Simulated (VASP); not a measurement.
AgCl: single point with r2SCAN

The system is AgCl.

```xyz
2
Lattice="0.0075 2.9933 2.9933 2.9933 0.0075 2.9933 3.0007 3.0007 0.0000" Properties=species:S:1:pos:R:3 pbc="T T T"
Ag    0.0000    0.0000    0.0051
Cl    1.5004    1.5004    1.4915
```

This cell differs from its parent crystal: shear xy strain +0.5%.

* Program: VASP 6.6.1
* Task: single point
* Functional: r2SCAN
* Potentials or basis: VASP PAW PBE potentials, release 64 (Ag, Cl)
* Cutoff: 520 eV
* k mesh: 8 × 8 × 8
* Occupations: gaussian, width 0.01 eV
* Spin: no spin polarisation
* Dipole correction: no
* Further INCAR settings: ALGO = Normal; EDIFF = 1e-06; NBANDS = 16

The pressure is -0.1 GPa. The band gap on the k mesh is 1.59 eV.

Levels at points of the mesh, in eV from the valence-band top:
```tsv
k point	band 7	band 8	band 9	band 10	band 11	band 12
(0.00, 0.00, 0.00)	-0.01	-0.01	0.00	1.59	8.63	8.67
(0.50, 0.00, 0.00)	-1.98	-0.59	-0.58	4.19	6.99	8.92
(0.50, 0.50, 0.00)	-1.71	-1.37	-1.37	5.07	5.95	8.94
(0.00, 0.00, 0.50)	-1.98	-0.60	-0.59	4.21	6.97	8.96
(0.50, 0.00, 0.50)	-1.71	-1.37	-1.37	5.08	5.95	8.94
```

It took 110 s on 1 thread of AMD EPYC 9R45 96-Core Processor (Zen 5) (shared host), peak memory 0.21 GiB.

Caveat: the cell differs from its parent crystal (shear xy strain +0.5%); the PAW data sets were made with another functional, which shifts forces and pressure a little. A k mesh can miss the band edges.
